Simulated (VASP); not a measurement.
# Ir (P6_3/mmc) in VASP: further runs, part 2 of 2

VASP 6.6.1. The steps go on from the part before.

## Step 3: Single point, PBEsol (strain +0.015 along x and y, +0.030 along z)

Contents of INCAR:

```
  PREC = Accurate
  ENCUT = 520
  EDIFF = 1E-6
  ISMEAR = 0
  SIGMA = 0.15
  LREAL = False
  LASPH = True
  NELM = 80
  ALGO = Normal
  ISIF = 2
  LWAVE = False
  LCHARG = False
  GGA = PS
  NBANDS = 16
```

Contents of KPOINTS:

```
regular mesh
0
Gamma
  18 18 12
```

Contents of POSCAR:

```
Ir
1.0
    2.7926485630      0.0000000000      0.0000000000
   -1.3963242815      2.4185045994      0.0000000000
    0.0000000000      0.0000000000      4.5961587000
Ir
2
Direct
    0.6666666667      0.3333333333      0.7500000000
    0.3333333333      0.6666666667      0.2500000000
```

Potentials or basis: VASP PAW PBE potentials, release 64 (Ir).

On the command line:

```bash
$ cat potpaw_PBE.64/Ir/POTCAR > POTCAR
$ mpirun -np 1 vasp_std > vasp.out
```

Run time: 36 s. Hardware: 1 thread of Intel Xeon 6975P-C (Granite Rapids), shared host; peak memory 0.24 GiB.

It converged, with:

- Free energy: -19.2308 eV
- Pressure: -28.1 GPa
- Band gap on the k mesh: zero (band 9 reaches 9.68 eV, above the bottom of band 10 at 6.75 eV)

Stress tensor (GPa, compression positive):
```
-26.62   0.00   0.00
  0.00 -26.62   0.00
  0.00   0.00 -30.92
```

Levels at points of the mesh, in eV from the Fermi level:
```csv
k point,band 6,band 7,band 8,band 9,band 10,band 11,band 12,band 13
"(0.00, 0.00, 0.00)",-2.79,-2.79,-1.95,-1.95,-0.73,0.26,0.26,6.04
"(0.50, 0.00, 0.00)",-3.00,-2.68,0.69,0.77,1.02,2.66,4.01,7.63
"(0.00, 0.00, 0.50)",-3.40,-3.40,-3.40,-0.41,-0.41,-0.41,-0.41,13.16
"(0.50, 0.00, 0.50)",-1.78,-0.79,-0.79,0.89,0.89,1.87,1.87,6.88
```

Caveat: the cell differs from its parent crystal (strain +0.015 along x and y, +0.030 along z); the PAW data sets were made with another functional, which shifts forces and pressure a little; spin-orbit coupling is left out, which moves the levels of the heavy elements.

## Step 4: Single point, PBEsol (strain +0.030 along x and y, +0.015 along z)

Contents of INCAR:

```
SYSTEM = Ir
ALGO = Fast
EDIFF = 1E-7
ENCUT = 520
GGA = PS
ISIF = 2
ISMEAR = 0
LASPH = .TRUE.
LCHARG = .TRUE.
LELF = .TRUE.
LREAL = .FALSE.
LVHAR = .TRUE.
LWAVE = .FALSE.
NBANDS = 16
NELM = 100
PREC = Accurate
SIGMA = 0.15
```

Contents of KPOINTS:

```
k-points
0
G
  18 18 12
  0 0 0
```

Contents of POSCAR:

```
Ir
1.0
    2.8339192314      0.0000000000      0.0000000000
   -1.4169596157      2.4542460467      0.0000000000
    0.0000000000      0.0000000000      4.5292243500
Ir
2
Direct
    0.6666666667      0.3333333333      0.7500000000
    0.3333333333      0.6666666667      0.2500000000
```

On the command line:

```bash
$ cat potpaw_PBE.64/Ir/POTCAR > POTCAR
$ mpirun -np 1 vasp_std > vasp.out
```

Wall time 60 s (1 thread of Intel Xeon 6975P-C (Granite Rapids), shared host); peak memory 0.23 GiB.

It converged, with:

* Free energy: -19.1485 eV
* Pressure: -31.1 GPa
* Band gap on the k mesh: zero (band 9 reaches 9.42 eV, above the bottom of band 10 at 6.58 eV)

Stress tensor (GPa, compression positive):
```
-32.05   0.00   0.00
  0.00 -32.05   0.00
  0.00   0.00 -29.28
```

Levels at points of the mesh, in eV from the Fermi level:
```csv
k point,band 7,band 8,band 9,band 10,band 11,band 12
"(0.00, 0.00, 0.00)",-2.70,-2.15,-2.15,-0.46,0.21,0.21
"(0.50, 0.00, 0.00)",-2.50,0.48,0.83,0.86,2.51,3.78
"(0.00, 0.00, 0.50)",-3.42,-3.42,-0.43,-0.43,-0.43,-0.43
"(0.50, 0.00, 0.50)",-0.80,-0.80,0.71,0.71,1.81,1.81
```

Caveat: the cell differs from its parent crystal (strain +0.030 along x and y, +0.015 along z); the PAW data sets were made with another functional, which shifts forces and pressure a little; spin-orbit coupling is left out, which moves the levels of the heavy elements.

## Step 5: Single point, PBEsol (strain +0.030 along x and y, +0.030 along z)

Contents of INCAR:

```
PREC = Accurate
ENCUT = 520
EDIFF = 1E-6
ISMEAR = 0
SIGMA = 0.15
LREAL = F
LASPH = T
NELM = 100
ALGO = Normal
ISIF = 2
LWAVE = F
LCHARG = F
GGA = PS
NBANDS = 16
```

Contents of KPOINTS:

```
regular mesh
0
Gamma
  18 18 12
```

POSCAR, as its differences from that of step 4:

```diff
@@ -4,3 +4,3 @@
    -1.4169596157      2.4542460467      0.0000000000
-    0.0000000000      0.0000000000      4.5292243500
+    0.0000000000      0.0000000000      4.5961587000
 Ir
```

Potentials or basis: VASP PAW PBE potentials, release 64 (Ir).

On the command line:

```bash
$ cat potpaw_PBE.64/Ir/POTCAR > POTCAR
$ mpirun -np 1 vasp_std > vasp.out
```

OUTCAR:

```text
PREC = Accurate
   ENCUT = 520
   EDIFF = 1E-6
   ISMEAR = 0
   LREAL = F
   LASPH = T
   NELM = 100
   ISIF = 2
   GGA = PS

 ion  position               nearest neighbor table
   1  0.667  0.333  0.750-   2 2.82   2 2.82   2 2.82   2 2.82   2 2.82   2 2.82
   2  0.333  0.667  0.250-   1 2.82   1 2.82   1 2.82   1 2.82   1 2.82   1 2.82

  LATTYP: Found a hexagonal cell.
 ALAT       =     2.8339192314
 C/A-ratio  =     1.6218382829

  Lattice vectors:

 A1 = (   2.8339192314,   0.0000000000,   0.0000000000)
 A2 = (  -1.4169596157,   2.4542460467,   0.0000000000)
 A3 = (   0.0000000000,   0.0000000000,   4.5961587000)

Analysis of symmetry for initial positions (statically):
=====================================================================
 Subroutine PRICEL returns:
 Original cell was already a primitive cell.

 Routine SETGRP: Setting up the symmetry group for a
 hexagonal supercell.

 Subroutine GETGRP returns: Found 24 space group operations
 (whereof 12 operations were pure point group operations)
 out of a pool of 24 trial point group operations.

[... 164 lines left out ...]

 E-fermi :   8.3451     XC(G=0): -13.3933

 val. band max:        8.3380485400   @ k =   0.2778   0.1667   0.1667
 cond. band min:       8.3474310166   @ k =   0.3889   0.0000   0.0000
 fundamental gap:      0.0093824766
 Fermi energy:         8.3450664774

 k-point     1 :       0.0000    0.0000    0.0000
  band No.  band energies     occupation
      1      -1.6705      2.00000
      2       1.3472      2.00000
      3       5.0578      2.00000
      4       5.1586      2.00000
      5       5.1586      2.00000
      6       5.6967      2.00000
[... 433 lines left out ...]
      3       2.6765      2.00000
      4       4.8257      2.00000
      5       4.8972      2.00000
      6       5.3604      2.00000
[... 8 lines left out ...]
     15      17.9307      0.00000
     16      20.4483      0.00000

 [... further k-points ...]

------------------------ aborting loop because EDIFF is reached ----------------------------------------

  FORCE on cell =-STRESS in cart. coord.  units (eV):
  Direction    XX          YY          ZZ          XY          YZ          ZX
  --------------------------------------------------------------------------------------
  -------------------------------------------------------------------------------------
  Total       -6.7854926     -6.7854926     -6.9368312      0.0000000     -0.0000000      0.0000000
  in kB     -340.0880543   -340.0880543   -347.6731259      0.0000000     -0.0000000      0.0000000
  external PRESSURE =    -342.6164115 kB  Pullay stress =       0.0000000 kB

 VOLUME and BASIS-vectors are now :
 -----------------------------------------------------------------------------
  energy-cutoff  :      520.00
  volume of cell :       31.97
      direct lattice vectors                 reciprocal lattice vectors
     2.833919231  0.000000000  0.000000000     0.352868208  0.203728555  0.000000000
    -1.416959616  2.454246047  0.000000000     0.000000000  0.407457109  0.000000000
     0.000000000  0.000000000  4.596158700     0.000000000  0.000000000  0.217572992

 POSITION                                       TOTAL-FORCE (eV/Angst)
 -----------------------------------------------------------------------------------
      1.41696      0.81808      3.44712        -0.000000      0.000000      0.000000
     -0.00000      1.63616      1.14904         0.000000     -0.000000      0.000000
 -----------------------------------------------------------------------------------
    total drift:                               -0.000000      0.000000     -0.000000

  FREE ENERGIE OF THE ION-ELECTRON SYSTEM (eV)
  ---------------------------------------------------
  free  energy   TOTEN  =       -19.0552518474 eV

  energy  without entropy=      -19.0244106233  energy(sigma->0) =      -19.03983124
```

OSZICAR:

```text
N       E                     dE             d eps       ncg     rms          rms(c)
DAV:   1     0.135737663406E+03    0.13574E+03   -0.83383E+03  8288   0.111E+03
DAV:   2    -0.164479127488E+02   -0.15219E+03   -0.13593E+03  8288   0.298E+02
DAV:   3    -0.203754652346E+02   -0.39276E+01   -0.38453E+01 11304   0.560E+01
DAV:   4    -0.204171505602E+02   -0.41685E-01   -0.41672E-01  9472   0.503E+00
DAV:   5    -0.204182761396E+02   -0.11256E-02   -0.11256E-02 11456   0.856E-01    0.164E+01
DAV:   6    -0.192169851754E+02    0.12013E+01   -0.18227E+00 10128   0.168E+01    0.597E+00
DAV:   7    -0.190672155481E+02    0.14977E+00   -0.36069E-01 11288   0.690E+00    0.220E+00
DAV:   8    -0.190621298261E+02    0.50857E-02   -0.42113E-03  9368   0.524E-01    0.162E+00
DAV:   9    -0.190552513160E+02    0.68785E-02   -0.48321E-03 10312   0.873E-01    0.317E-02
DAV:  10    -0.190552511200E+02    0.19599E-06   -0.48426E-05 13336   0.685E-02    0.128E-02
DAV:  11    -0.190552518474E+02   -0.72735E-06   -0.24526E-06 10632   0.153E-02
   1 F= -.19055252E+02 E0= -.19039831E+02  d E =-.308412E-01
```

Run time: 37 s. Hardware: 1 thread of Intel Xeon 6975P-C (Granite Rapids), shared host; peak memory 0.24 GiB.

Results:

- Free energy: -19.0553 eV
- Pressure: -34.3 GPa
- Band gap on the k mesh: zero (band 9 reaches 9.11 eV, above the bottom of band 10 at 6.39 eV)

Levels at points of the mesh, in eV from the Fermi level:
| k point | band 5 | band 6 | band 7 | band 8 | band 9 | band 10 | band 11 | band 12 | band 13 | band 14 |
| --- | --- | --- | --- | --- | --- | --- | --- | --- | --- | --- |
| (0.00, 0.00, 0.00) | -3.19 | -2.65 | -2.65 | -1.98 | -1.98 | -0.53 | 0.22 | 0.22 | 5.97 | 14.35 |
| (0.50, 0.00, 0.00) | -2.98 | -2.93 | -2.50 | 0.56 | 0.77 | 0.90 | 2.52 | 3.80 | 7.51 | 9.38 |
| (0.00, 0.00, 0.50) | -3.29 | -3.29 | -3.29 | -3.29 | -0.41 | -0.41 | -0.41 | -0.41 | 13.20 | 13.20 |
| (0.50, 0.00, 0.50) | -1.76 | -1.76 | -0.75 | -0.75 | 0.76 | 0.76 | 1.81 | 1.81 | 6.58 | 6.58 |

Caveat: the cell differs from its parent crystal (strain +0.030 along x and y, +0.030 along z); the PAW data sets were made with another functional, which shifts forces and pressure a little; spin-orbit coupling is left out, which moves the levels of the heavy elements.

## Step 6: Overview

| cell | gap on the mesh (eV) | pressure (GPa) |
| --- | --- | --- |
| a = 2.834, b = 2.834, c = 4.462 Å, angles 90.0, 90.0, 120.0°, 2 atoms | none | -27.6 |
| a = 2.793, b = 2.793, c = 4.596 Å, angles 90.0, 90.0, 120.0°, 2 atoms | none | -28.1 |
| a = 2.834, b = 2.834, c = 4.529 Å, angles 90.0, 90.0, 120.0°, 2 atoms | none | -31.1 |
| a = 2.834, b = 2.834, c = 4.596 Å, angles 90.0, 90.0, 120.0°, 2 atoms | none | -34.3 |

Alike in all rows: task single point; level PBEsol; potentials or basis VASP PAW PBE potentials, release 64 (Ir); no spin polarisation; k mesh 18 × 18 × 12; cutoff (eV) 520; smearing gaussian 0.15 eV.

Caveats: the PAW data sets were made with another functional, which shifts forces and pressure a little; spin-orbit coupling is left out, which moves the levels of the heavy elements.

Total energies depend on the potentials used, so only differences within one code and one set of settings carry meaning.
